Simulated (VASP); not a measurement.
# Bi: electric field gradients with PBE

Bi:

```
CELL_PARAMETERS angstrom
2.20481 1.27295 3.95400
-2.20481 1.27295 3.95400
0.00000 -2.54589 3.95400
ATOMIC_POSITIONS crystal
Bi 0.23389 0.23389 0.23389
Bi 0.76611 0.76611 0.76611
```

This cell differs from its parent crystal: equal xx and yy strain of -3 %.

* Program: VASP 6.6.1
* Task: electric field gradients
* Functional: PBE
* Potentials or basis: VASP PAW PBE potentials, release 64 (Bi_d)
* Cutoff: 520 eV
* k mesh: 11 × 11 × 11
* Occupations: fermi-dirac, width 0.03 eV
* Spin: no spin polarisation
* Dipole correction: no
* Further INCAR settings: ALGO = Normal; EDIFF = 1e-08; NBANDS = 22

| Item | Value |
| --- | --- |
| Pressure | 5.5 GPa |
| Largest force | 0.481 eV/Å |
| Band gap on the k mesh | zero (bands 15 and 16 overlap by 0.18 eV) |
| Largest electric field gradient by atom | Bi -12.0 V/Å² |

Forces in eV/Å, atoms in the order of the input:
```
Bi   0.000  0.000  0.481
Bi   0.000  0.000 -0.481
```

Stress tensor (GPa, compression positive):
```
5.90 0.00 0.00
0.00 5.90 0.00
0.00 0.00 4.60
```

Levels at points of the mesh, in eV from the Fermi level:
```tsv
k point	band 11	band 12	band 13	band 14	band 15	band 16	band 17	band 18	band 19	band 20
(0.00, 0.00, 0.00)	-13.56	-7.31	-1.87	-1.24	-1.24	2.49	3.00	3.00	5.56	5.88
```

Electric field gradients, principal values (V/Å²):
```
atom  least  middle  greatest (by size)
1 Bi  5.987   5.987             -11.973
2 Bi  5.987   5.987             -11.973
```

Run time: 86 s on 1 thread of Intel(R) Xeon(R) 6975P-C (Granite Rapids), with other jobs on the host, peak memory 0.31 GiB.

Caveat: the cell differs from its parent crystal (equal xx and yy strain of -3 %); the cell stands under pressure; without QUAD_EFG the Cq values of the log hold for a quadrupole moment of 1 mb, not for the nuclei; spin-orbit coupling is left out, which moves the levels of the heavy elements.
